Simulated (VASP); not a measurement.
Wanted: the native input for a VASP 6.6.1 run.

| Property | Result |
| --- | --- |
| Task | single point |
| Functional | PBE |
| Potentials or basis | VASP PAW PBE potentials, release 64 (Sc_sv, Si) |
| Cutoff | 520 eV |
| k mesh | 12 × 12 × 12 |
| Occupations | gaussian, width 0.1 eV |
| Spin | no spin polarisation |
| Dipole correction | no |
| Further INCAR settings | ALGO = Normal; EDIFF = 1e-07; NBANDS = 20 |

The structure of ScSi3 lies in POSCAR:

```
ScSi3
1.0
    3.9691219772      0.0000000000      0.0000000000
    0.0000000000      3.9691219772      0.0000000000
    0.0000000000      0.0000000000      3.9691219772
Sc Si
1 3
Direct
    0.0000000000      0.0000000000      0.0000000000
    0.0000000000      0.5000000000      0.5000000000
    0.5000000000      0.0000000000      0.5000000000
    0.5000000000      0.5000000000      0.0000000000
```

These files were run (other wordings do the same):

INCAR

```
SYSTEM = ScSi3
ALGO = Normal
EDIFF = 1E-7
ENCUT = 520
GGA = PE
ISIF = 2
ISMEAR = 0
LASPH = .True.
LCHARG = .False.
LREAL = .False.
LWAVE = .False.
NBANDS = 20
NELM = 100
PREC = Accurate
SIGMA = 0.1
```

KPOINTS

```
k-points
0
Gamma
  12 12 12
  0 0 0
```

Potentials or basis: VASP PAW PBE potentials, release 64 (Sc_sv, Si).

Launch:

```sh
$ cat potpaw_PBE.64/Sc_sv/POTCAR potpaw_PBE.64/Si/POTCAR > POTCAR
$ mpirun -np 1 vasp_std > vasp.out
```

It gave:

* Pressure: 0.1 GPa

It took 49 s on 1 thread of Intel(R) Xeon(R) 6975P-C (Granite Rapids) (shared host), peak memory 0.23 GiB.
